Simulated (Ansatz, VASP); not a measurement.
# One calculation of KI, two programs

```
CELL_PARAMETERS angstrom
0.00000 3.54429 3.54429
3.40251 0.00000 3.54429
3.40251 3.54429 0.00000
ATOMIC_POSITIONS crystal
K 0.00000 0.00000 0.00000
I 0.50000 0.50000 0.50000
```

Change from the starting cell: uniaxial_x strain -4.0%.

Alike in both runs: task single point; functional HSE06; k mesh 4 × 4 × 4; no spin polarisation.

|  | VASP | Ansatz |
| --- | --- | --- |
| version | VASP 6.6.1 | Ansatz 0.2.0 |
| potentials or method | VASP PAW PBE potentials, release 64 (K_sv, I) | plane waves, PAW |
| plane-wave cutoff (eV) | 520 | 420 |
| occupations | gaussian, width 0.01 eV | fixed |
| valence electrons in the cell | 16 | 26 |

|  | VASP | Ansatz | Ansatz less VASP |
| --- | --- | --- | --- |
| gap on the k mesh at the Fermi level (eV) | 5.02 | 5.03 | +0.012 |
| pressure (GPa) | 0.9 | 0.9 | -0.01 |
| traceless stress, the component that is largest in VASP (GPa) | 0.92 | 0.92 | -0.008 |

VASP's potentials hold 16 valence electrons a cell and Ansatz's 26, so a difference there can come from the potentials and not from the codes. Ansatz's warnings: stress exchange threshold loose, stress scf threshold loose.

Spin-orbit coupling is off throughout.
